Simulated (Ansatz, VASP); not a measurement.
**MnHg: VASP beside Ansatz**

Contents of INCAR:

```
SYSTEM = MnHg
ALGO     = Normal         ! electronic algorithm
EDIFF    = 1E-6           ! SCF threshold, eV
ENCUT    = 520            ! plane-wave cutoff, eV
GGA      = RP             ! functional
ISIF     = 2              ! what is computed and relaxed
ISMEAR   = -1             ! smearing method
ISPIN    = 2              ! spin polarisation
LASPH    = .TRUE.         ! aspherical terms in the spheres
LCHARG   = .FALSE.        ! write CHGCAR
LMAXMIX  = 4              ! l up to which the mixer works
LORBIT   = 11             ! projections on sites
LREAL    = .FALSE.        ! projectors in reciprocal space
LWAVE    = .FALSE.        ! write WAVECAR
MAGMOM   = 4 4 0 0        ! initial moments
NBANDS   = 37             ! bands
NELM     = 150            ! most SCF steps
PREC     = Accurate       ! precision mode
SIGMA    = 0.1            ! smearing width, eV
```

KPOINTS

```
k-points
0
G
  9 9 9
  0 0 0
```

File POSCAR:

```
MnHg
1.0
    3.3150000000      3.3150000000      0.0000000000
    3.3150000000      0.0000000000      3.3150000000
    3.3150000000      0.0000000000     -3.3150000000
Mn Hg
2 2
Direct
    0.5000000000      0.2500000000      0.7500000000
    0.5000000000      0.7500000000      0.2500000000
    0.0000000000      0.0000000000      0.0000000000
    0.0000000000      0.5000000000      0.5000000000
```

Input for Ansatz:

```yaml
crystal:
  lattice:
    - [3.315, 3.315, 0.0]
    - [3.315, 0.0, 3.315]
    - [3.315, 0.0, -3.315]
  atoms:
    - { symbol: Mn, position: [0.5, 0.25, 0.75], spin: 4.0 }
    - { symbol: Mn, position: [0.5, 0.75, 0.25], spin: 4.0 }
    - { symbol: Hg, position: [0.0, 0.0, 0.0] }
    - { symbol: Hg, position: [0.0, 0.5, 0.5] }
magnetization:
  spin_polarized: true
kpoints:
  mp_grid: { grid: [9, 9, 9] }
scf:
  occupations: { method: fermi_dirac, width: 0.1 }
  lower_state_search: "off"
hamiltonian:
  xc: rpbe
  pseudopotentials: { kind: paw }
output:
  forces: true
  stress: true
  eigenvalues: true
  populations: true
```

Alike in both runs: task single point; functional RPBE; k mesh 9 × 9 × 9; occupations fermi-dirac, width 0.1 eV; collinear spin.

|  | VASP | Ansatz |
| --- | --- | --- |
| version | VASP 6.6.1 | Ansatz 0.2.0 |
| potentials or method | VASP PAW PBE potentials, release 64 (Mn_pv, Hg) | PAW with Ansatz's default frozen-core files, scalar-relativistic |
| plane-wave cutoff (eV) | 520 | 420 |
| valence electrons in the cell | 50 | 70 |

VASP gave:

| Property | Result |
| --- | --- |
| gap on the k mesh at the Fermi level (eV) | none |
| pressure (GPa) | 4.3 |
| net moment per atom (μB) | 1.96 |
| size of the moment on the site where the two differ most (μB) | 3.84 |

Problem. What did Ansatz give for the same quantities?

Solution. gap on the k mesh at the Fermi level (eV): none; pressure (GPa): 3.9; net moment per atom (μB): 1.96; size of the moment on the site where the two differ most (μB): 3.90.

VASP's potentials were made for PBE, not for RPBE. Site moments also hang on the region over which each program counts them. A gap of «none» marks a metal or a gap that the smearing closes. VASP's potentials hold 50 valence electrons a cell and Ansatz's 70, so a difference there can come from the potentials and not from the codes.

Neither program's run includes spin-orbit coupling.
